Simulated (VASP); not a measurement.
# MnS (Fm-3m) in VASP: a series of runs

The runs below take MnS through single point, relaxation of cell and atoms, with PBEsol+D4+U, LDA+U, PBE+U.

Everything below comes from runs of VASP 6.6.1. Logs are shortened: lines on timing, memory, paths and dates and some standing lists are left out, and cuts for length are marked.

## Step 1: The cell of the first run

Symmetry: Fm-3m, No. 225, cubic system. Conventional cell: a = 5.209 Å, b = 5.209 Å, c = 5.209 Å, α = 90.00°, β = 90.00°, γ = 90.00°. Mn (site symmetry m-3m) has 6 S at 2.60 Å within 3.4 Å. S (site symmetry m-3m) has 6 Mn at 2.60 Å within 3.4 Å.

## Step 2: Single point, PBEsol+D4+U, collinear spin, ferromagnetic start

Contents of INCAR:

```
SYSTEM = MnS
ALGO     = Normal         ! electronic algorithm
EDIFF    = 1E-6           ! SCF threshold, eV
ENCUT    = 680            ! plane-wave cutoff, eV
GGA      = PS             ! functional
GGA_COMPAT= .FALSE.      
ISIF     = 2              ! what is computed and relaxed
ISMEAR   = -5             ! smearing method
ISPIN    = 2              ! spin polarisation
IVDW     = 13             ! dispersion correction
LASPH    = .TRUE.         ! aspherical terms in the spheres
LCHARG   = .FALSE.        ! write CHGCAR
LDAU     = .TRUE.         ! DFT+U
LDAUJ    = 0 0          
LDAUL    = 2 -1           ! shell
LDAUPRINT= 1            
LDAUTYPE = 2            
LDAUU    = 2 0            ! U, eV
LMAXMIX  = 4              ! l up to which the mixer works
LORBIT   = 11             ! projections on sites
LREAL    = .FALSE.        ! projectors in reciprocal space
LWAVE    = .FALSE.        ! write WAVECAR
MAGMOM   = 4 0            ! initial moments
NBANDS   = 22             ! bands
NELM     = 200            ! most SCF steps
PREC     = Accurate       ! precision mode
SIGMA    = 0.1            ! smearing width, eV
```

Contents of KPOINTS:

```
k-points
0
G
  9 9 9
  0 0 0
```

Contents of POSCAR:

```
MnS
1.0
    0.0000000000      2.6045000000      2.6045000000
    2.6045000000      0.0000000000      2.6045000000
    2.6045000000      2.6045000000      0.0000000000
Mn S
1 1
Direct
    0.0000000000      0.0000000000      0.0000000000
    0.5000000000      0.5000000000      0.5000000000
```

Potentials or basis: VASP PAW PBE potentials, release 64 (Mn_sv, S).

Launch:

```bash
> cat potpaw_PBE.64/Mn_sv/POTCAR potpaw_PBE.64/S/POTCAR > POTCAR
> mpirun -np 1 vasp_std > vasp.out
```

OUTCAR:

```text
SYSTEM = MnS
   EDIFF = 1E-6
   ENCUT = 680
   GGA = PS
   ISIF = 2
   ISMEAR = -5
   ISPIN = 2
   IVDW = 13
   LASPH = .TRUE.
   LORBIT = 11
   LREAL = .FALSE.
   NELM = 200
   PREC = Accurate

 ion  position               nearest neighbor table
   1  0.000  0.000  0.000-   2 2.60   2 2.60   2 2.60   2 2.60   2 2.60   2 2.60
   2  0.500  0.500  0.500-   1 2.60   1 2.60   1 2.60   1 2.60   1 2.60   1 2.60

  LATTYP: Found a face centered cubic cell.
 ALAT       =     5.2090000000

  Lattice vectors:

 A1 = (   0.0000000000,   2.6045000000,   2.6045000000)
 A2 = (   2.6045000000,   0.0000000000,   2.6045000000)
 A3 = (   2.6045000000,   2.6045000000,   0.0000000000)

Analysis of symmetry for initial positions (statically):
=====================================================================
 Subroutine PRICEL returns:
 Original cell was already a primitive cell.

 Routine SETGRP: Setting up the symmetry group for a
 face centered cubic supercell.

 Subroutine GETGRP returns: Found 48 space group operations
 (whereof 48 operations were pure point group operations)
 out of a pool of 48 trial point group operations.

The static configuration has the point symmetry O_h .

Analysis of symmetry for dynamics (positions and initial velocities):
=====================================================================
 Subroutine PRICEL returns:
 Original cell was already a primitive cell.

 Routine SETGRP: Setting up the symmetry group for a
 face centered cubic supercell.

 Subroutine GETGRP returns: Found 48 space group operations
 (whereof 48 operations were pure point group operations)
 out of a pool of 48 trial point group operations.

The dynamic configuration has the point symmetry O_h .

Analysis of structural, dynamic, and magnetic symmetry:
=====================================================================
 Subroutine PRICEL returns:
 Original cell was already a primitive cell.

 Routine SETGRP: Setting up the symmetry group for a
 face centered cubic supercell.

 Subroutine GETGRP returns: Found 48 space group operations
 (whereof 48 operations were pure point group operations)
 out of a pool of 48 trial point group operations.

The overall configuration has the point symmetry O_h .

 Subroutine INISYM returns: Found 48 space group operations
 (whereof 48 operations are pure point group operations),
 and found     1 'primitive' translations

----------------------------------------------------------------------------------------

                                     Primitive cell

  volume of cell :      35.3348

  direct lattice vectors                    reciprocal lattice vectors
     0.000000000  2.604500000  2.604500000    -0.191975427  0.191975427  0.191975427
     2.604500000  0.000000000  2.604500000     0.191975427 -0.191975427  0.191975427
     2.604500000  2.604500000  0.000000000     0.191975427  0.191975427 -0.191975427

  length of vectors
     3.683319223  3.683319223  3.683319223     0.332511194  0.332511194  0.332511194

  position of ions in fractional coordinates (direct lattice)
     0.000000000  0.000000000  0.000000000
     0.500000000  0.500000000  0.500000000

  ion indices of the primitive-cell ions
   primitive index   ion index
                 1           1
                 2           2

----------------------------------------------------------------------------------------

 KPOINTS: k-points

Automatic generation of k-mesh.
 Grid dimensions read from file:
 generate k-points for:    9    9    9

 Generating k-lattice:

  Cartesian coordinates                     Fractional coordinates (reciprocal lattice)
    -0.021330603  0.021330603  0.021330603     0.111111111  0.000000000  0.000000000
     0.021330603 -0.021330603  0.021330603     0.000000000  0.111111111  0.000000000
     0.021330603  0.021330603 -0.021330603     0.000000000  0.000000000  0.111111111

  Length of vectors
     0.036945688  0.036945688  0.036945688

  Shift w.r.t. Gamma in fractional coordinates (k-lattice)
     0.000000000  0.000000000  0.000000000

 TETIRR: Found    115 inequivalent tetrahedra from     4374

 Subroutine IBZKPT returns following result:
 ===========================================

 Found     35 irreducible k-points:

 Following reciprocal coordinates:
            Coordinates               Weight
  0.000000  0.000000  0.000000      1.000000
  0.111111  0.000000  0.000000      8.000000
  0.222222  0.000000  0.000000      8.000000
  0.333333  0.000000  0.000000      8.000000
  0.444444  0.000000  0.000000      8.000000
  0.111111  0.111111  0.000000      6.000000
[... 16 lines left out ...]
 -0.333333  0.333333  0.000000     12.000000
  0.444444  0.444444  0.000000      6.000000
 [... further k-points ...]
   k-points           NKPTS =     35   k-points in BZ     NKDIM =     35   number of bands    NBANDS=     22
   number of dos      NEDOS =    301   number of ions     NIONS =      2
   total plane-waves  NPLWV =  32768
   dimension x,y,z NGX =    32 NGY =   32 NGZ =   32
   dimension x,y,z NGXF=    64 NGYF=   64 NGZF=   64
   ions per type =               1   1
   NGX,Y,Z   is equivalent  to a cutoff of  14.44, 14.44, 14.44 a.u.
   NGXF,Y,Z  is equivalent  to a cutoff of  28.89, 28.89, 28.89 a.u.
 SYSTEM =  MnS
   PREC   = accura    normal or accurate (medium, high low for compatibility)
   ISTART =      0    job   : 0-new  1-cont  2-samecut
   ICHARG =      2    charge: 1-file 2-atom 10-const
   ISPIN  =      2    spin polarized calculation?
   LNONCOLLINEAR =      F non collinear calculations
   LSORBIT =      F    spin-orbit coupling
   LASPH  =      T    aspherical Exc in radial PAW
   ENCUT  =  680.0 eV  49.98 Ry    7.07 a.u.   7.83  7.83  7.83*2*pi/ulx,y,z
   NELM   =    200;   NELMIN=  2; NELMDL= -5     # of ELM steps
   EDIFF  = 0.1E-05   stopping-criterion for ELM
   LREAL  =      F    real-space projection
   EDIFFG = 0.1E-04   stopping-criterion for IOM
   NSW    =      0    number of steps for IOM
   IBRION =     -1    ionic relax: 0-MD 1-quasi-New 2-CG
   NFREE  =      0    steps in history (QN), initial steepest desc. (CG)
   ISIF   =      2    stress and relaxation
   ISYM   =      2    0-nonsym 1-usesym 2-fastsym
   POTIM  = 0.5000    time-step for ionic-motion
   TEBEG  =    0.0;   TEEND  =   0.0 temperature during run
   PSTRESS=    0.0 pullay stress
   NELECT =      21.0000    total number of electrons
   NUPDOWN=      -1.0000    fix difference up-down
   EMIN   =  10.00;   EMAX   =-10.00  energy-range for DOS
   EFERMI =   0.00;   METHOD = LEGACY
   ISMEAR =    -5;   SIGMA  =   0.10  broadening in eV -4-tet -1-fermi 0-gaus
   EFERMI_NEDOS =   21; number of points for ismear=-14 and -15
   IALGO  =     38    algorithm
   IMIX   =      4    mixing-type and parameters
     AMIX     =   0.40;   BMIX     =  1.00
     AMIX_MAG =   1.60;   BMIX_MAG =  1.00
  volume/ion in A,a.u.               =      17.67       119.23
  Fermi-wavevector in a.u.,A,eV,Ry     =   1.376407  2.601032 25.776190  1.894496
  Thomas-Fermi vector in A             =   2.501655
   LORBIT       =     11    0 simple, 1 ext, 2 COOP (PROOUT), +10 PAW based schemes
 LDA+U is selected, type is set to LDAUTYPE =  2
   angular momentum for each species LDAUL =     2   -1
   U (eV)           for each species LDAUU =   2.0  0.0
   J (eV)           for each species LDAUJ =   0.0  0.0
   GGA     = PS    functional components
   LHFCALC =     F    Hartree Fock is set to
   AEXX    =    0.0000 exact exchange contribution
   IVDW    =    13    specifies the selected vdW correction
   LEPSILON=     F    determine dielectric tensor
   LRPA    =     F    only Hartree local field effects (RPA)
 spin polarized calculation
 Fermi weights with tetrahedron method with Bloechl corrections
  energy-cutoff  :      680.00
  volume of cell :       35.33
 maximum number of plane-waves:      1434
   NGX = 15   NGY = 15   NGZ = 15

atom =   1  type =  1  l = 2

 onsite density matrix

spin component  1

  0.8877 -0.0000 -0.0000 -0.0000 -0.0000
 -0.0000  0.8877  0.0000 -0.0000  0.0000
 -0.0000  0.0000  0.9058 -0.0000 -0.0000
 -0.0000 -0.0000 -0.0000  0.8877  0.0000
 -0.0000  0.0000 -0.0000  0.0000  0.9058

spin component  2

  0.0166  0.0000 -0.0000  0.0000 -0.0000
  0.0000  0.0166  0.0000  0.0000 -0.0000
 -0.0000  0.0000  0.0753  0.0000 -0.0000
  0.0000  0.0000  0.0000  0.0166 -0.0000
 -0.0000 -0.0000 -0.0000 -0.0000  0.0753

 occupancies and eigenvectors

  o =  0.0166  v =  0.0000  0.0000  0.0000  0.0000  0.0000 -0.0055  1.0000 -0.0000  0.0082  0.0000      0.0000  0.0000  0.0000  0.0000  0.0000  0.0000  0.0000  0.0000  0.0000  0.0000
  o =  0.0166  v =  0.0000  0.0000  0.0000  0.0000  0.0000 -0.0063 -0.0083 -0.0000  0.9999  0.0000      0.0000  0.0000  0.0000  0.0000  0.0000  0.0000  0.0000  0.0000  0.0000  0.0000
  o =  0.0166  v =  0.0000  0.0000  0.0000  0.0000  0.0000  1.0000  0.0054  0.0000  0.0063  0.0000      0.0000  0.0000  0.0000  0.0000  0.0000  0.0000  0.0000  0.0000  0.0000  0.0000
  o =  0.0753  v =  0.0000  0.0000  0.0000  0.0000  0.0000  0.0000  0.0000 -0.0063  0.0000 -1.0000      0.0000  0.0000  0.0000  0.0000  0.0000  0.0000  0.0000  0.0000  0.0000  0.0000
  o =  0.0753  v =  0.0000  0.0000  0.0000  0.0000  0.0000 -0.0000  0.0000  1.0000  0.0000 -0.0063      0.0000  0.0000  0.0000  0.0000  0.0000  0.0000  0.0000  0.0000  0.0000  0.0000
  o =  0.8877  v =  0.0000  0.8076  0.0000  0.5898  0.0000  0.0000  0.0000  0.0000  0.0000  0.0000      0.0000  0.0000  0.0000  0.0000  0.0000  0.0000  0.0000  0.0000  0.0000  0.0000
  o =  0.8877  v =  0.0000  0.5898  0.0000 -0.8076  0.0000  0.0000  0.0000  0.0000  0.0000  0.0000      0.0000  0.0000  0.0000  0.0000  0.0000  0.0000  0.0000  0.0000  0.0000  0.0000
  o =  0.8877  v =  1.0000  0.0000  0.0000  0.0000  0.0000  0.0000  0.0000  0.0000  0.0000  0.0000      0.0000  0.0000  0.0000  0.0000  0.0000  0.0000  0.0000  0.0000  0.0000  0.0000
  o =  0.9058  v =  0.0000  0.0000 -0.0621 -0.0000 -0.9981  0.0000  0.0000  0.0000  0.0000  0.0000      0.0000  0.0000  0.0000  0.0000  0.0000  0.0000  0.0000  0.0000  0.0000  0.0000
  o =  0.9058  v =  0.0000 -0.0000  0.9981 -0.0000 -0.0621  0.0000  0.0000  0.0000  0.0000  0.0000      0.0000  0.0000  0.0000  0.0000  0.0000  0.0000  0.0000  0.0000  0.0000  0.0000

 number of electron      20.9999996 magnetization       4.9869769

 Free energy of the ion-electron system (eV)
  ---------------------------------------------------
  ext. energy  EPLUGINS =         0.00000000
  ---------------------------------------------------
  free energy    TOTEN  =       -14.14672375 eV

  energy without entropy =      -14.14672375  energy(sigma->0) =      -14.14672375

 E-fermi :   7.5985     XC(G=0): -10.8225

 val. band max:        7.6735081858   @ k =   0.4444   0.0000   0.0000
 cond. band min:       7.6270426721   @ k =   0.3333   0.3333   0.0000
 fundamental gap:     -0.0464655138
 Fermi energy:         7.5984997274

 spin component 1

 k-point     1 :       0.0000    0.0000    0.0000
  band No.  band energies     occupation
      1     -74.1567      1.00000
      2     -43.0237      1.00000
      3     -43.0237      1.00000
      4     -43.0237      1.00000
      5      -6.8617      1.00000
      6       3.4710      1.00000
[... 1193 lines left out ...]
     21      22.8220      0.00000
     22      26.8703      0.00000

 [... further k-points ...]

------------------------ aborting loop because EDIFF is reached ----------------------------------------

  DFT-D4 for vdW energy calculation

  Edisp (eV):   -0.45983

  FORCE on cell =-STRESS in cart. coord.  units (eV):
  Direction    XX          YY          ZZ          XY          YZ          ZX
  --------------------------------------------------------------------------------------
  -------------------------------------------------------------------------------------
  Total      -0.82848    -0.82848    -0.82848     0.00000    -0.00000     0.00000
  in kB     -37.56569   -37.56569   -37.56569     0.00000    -0.00000     0.00000
  external pressure =      -37.57 kB  Pullay stress =        0.00 kB

 VOLUME and BASIS-vectors are now :
 -----------------------------------------------------------------------------
  energy-cutoff  :      680.00
  volume of cell :       35.33
      direct lattice vectors                 reciprocal lattice vectors
     0.000000000  2.604500000  2.604500000    -0.191975427  0.191975427  0.191975427
     2.604500000  0.000000000  2.604500000     0.191975427 -0.191975427  0.191975427
     2.604500000  2.604500000  0.000000000     0.191975427  0.191975427 -0.191975427

 POSITION                                       TOTAL-FORCE (eV/Angst)
 -----------------------------------------------------------------------------------
      0.00000      0.00000      0.00000         0.000000     -0.000000     -0.000000
      2.60450      2.60450      2.60450        -0.000000      0.000000      0.000000
 -----------------------------------------------------------------------------------
    total drift:                                0.000000     -0.000000     -0.000000

  FREE ENERGIE OF THE ION-ELECTRON SYSTEM (eV)
  ---------------------------------------------------
  free  energy   TOTEN  =       -14.6065518132 eV

  energy  without entropy=      -14.6065518132  energy(sigma->0) =      -14.60655181

 total charge

# of ion       s       p       d       tot
------------------------------------------
    1        2.128   6.010   4.654  12.793
    2        1.317   2.416   0.000   3.733
--------------------------------------------------
tot          3.445   8.426   4.654  16.526

 magnetization (x)

# of ion       s       p       d       tot
------------------------------------------
    1        0.035   0.019   4.259   4.313
    2        0.024   0.095   0.000   0.119
--------------------------------------------------
tot          0.059   0.114   4.259   4.432
```

Wall time 41 s (1 thread of Intel Xeon Platinum 8488C (Sapphire Rapids), shared host); peak memory 0.23 GiB.

Results:

```yaml
Free_energy: -14.6066 eV
Pressure: -3.8 GPa
Band_gap_on_the_k_mesh: zero (filled and empty bands overlap)
Net_moment: 4.99 μB per cell
Site_moments: Mn +4.31; S +0.12 μB
Valence_electrons_inside_the_program's_atomic_spheres: Mn 12.79; S 3.73
Dispersion_energy_per_atom: -0.230 eV
```

Eigenvalues of the final occupation matrices:
| site | spin | trace | eigenvalues |
| --- | --- | --- | --- |
| site 1 d | 1 | 4.47 | 0.89 0.89 0.89 0.91 0.91 |
| site 1 d | 2 | 0.20 | 0.02 0.02 0.02 0.08 0.08 |

Caveat: the cell stands under tension; the PAW data sets were made with another functional, which shifts forces and pressure a little; a cell with one magnetic atom can't hold antiferromagnetic order, which such compounds often take; tetrahedron occupations give inexact forces and stress in metals. The state reached can hang on the start; a lower one may exist.

## Step 3: Relaxation of cell and atoms, LDA+U, collinear spin, ferromagnetic start

Contents of INCAR:

```
PREC = Accurate ; ENCUT = 680
EDIFF = 1E-7 ; ISMEAR = -1
SIGMA = 0.05 ; LREAL = False
LASPH = True ; NELM = 200
ALGO = Normal ; ISIF = 3
LWAVE = False ; LCHARG = False
ISPIN = 2 ; MAGMOM = 4 0
LORBIT = 11 ; LMAXMIX = 4
LDAU = True ; LDAUTYPE = 2
LDAUL = 2 -1 ; LDAUU = 3 0
LDAUJ = 0 0 ; LDAUPRINT = 1
GGA = CA ; IBRION = 2
NSW = 60 ; EDIFFG = -0.01
GGA_COMPAT = False ; NELMIN = 4
```

Contents of KPOINTS:

```
Automatic mesh
0
Gamma
  9 9 9
```

POSCAR is that of step 2.

Potentials or basis: VASP PAW LDA potentials, release 64 (Mn_sv, S).

Launch:

```bash
> cat potpaw_LDA.64/Mn_sv/POTCAR potpaw_LDA.64/S/POTCAR > POTCAR
> mpirun -np 1 vasp_std > vasp.out
```

Run time: 89 s. Hardware: 1 thread of Intel Xeon Platinum 8375C at 2.90GHz (Ice Lake), shared host; peak memory 0.2 GiB.

The run converged. Its results:

```yaml
Free_energy: -13.8580 eV
Relaxed_volume: 16.51 Å³/atom
Relaxed_cell: a = 3.601 Å, b = 3.601 Å, c = 3.601 Å, α = 60.00°, β = 60.00°, γ = 60.00°
Space_group_after_relaxing_to_0.1_Å: Fm-3m (No. 225)
Energy_gained_by_relaxing: 17.9 meV/atom
Ionic_steps: 3
Pressure_after_relaxing: 0.0 GPa
Net_moment: 4.87 μB per cell
Site_moments: Mn +4.26; S +0.12 μB
Valence_electrons_inside_the_program's_atomic_spheres: Mn 12.85; S 3.77
```

Step by step:
| step | energy change (eV) | largest force (eV/Å) | pressure (GPa) | volume (Å³) |
| --- | --- | --- | --- | --- |
| 1 | 0.0000 | 0.0000 | -4.66 | 35.33 |
| 2 | -0.0354 | 0.0000 | 0.66 | 32.77 |
| 3 | -0.0359 | 0.0000 | -0.04 | 33.03 |

Final structure:
```
Mn S
1.0
     0.00000    2.54652    2.54652
     2.54652    0.00000    2.54652
     2.54652    2.54652    0.00000
Mn S
1 1
Direct
  0.00000 0.00000 0.00000
  0.50000 0.50000 0.50000
```

Levels at points of the mesh, in eV from the Fermi level:
Spin up:
```tsv
k point	band 10	band 11	band 12	band 13	band 14	band 15	band 16
(0.00, 0.00, 0.00)	-4.42	-1.88	-1.88	-1.88	2.15	8.45	8.45
```
Spin down:
```csv
k point,band 5,band 6,band 7,band 8,band 9,band 10,band 11,band 12
"(0.00, 0.00, 0.00)",-14.59,-1.58,-1.58,-1.58,0.81,0.81,0.81,0.96
```

Eigenvalues of the final occupation matrices:
```tsv
site	spin	trace	eigenvalues
site 1 d	1	4.47	0.89 0.89 0.89 0.90 0.90
site 1 d	2	0.25	0.03 0.03 0.03 0.08 0.08
```

Caveat: a cell with one magnetic atom can't hold antiferromagnetic order, which such compounds often take.

(Continued in part 2 of 2.)

The gap in the log of VASP goes by the Fermi energy; the results here count the filled bands.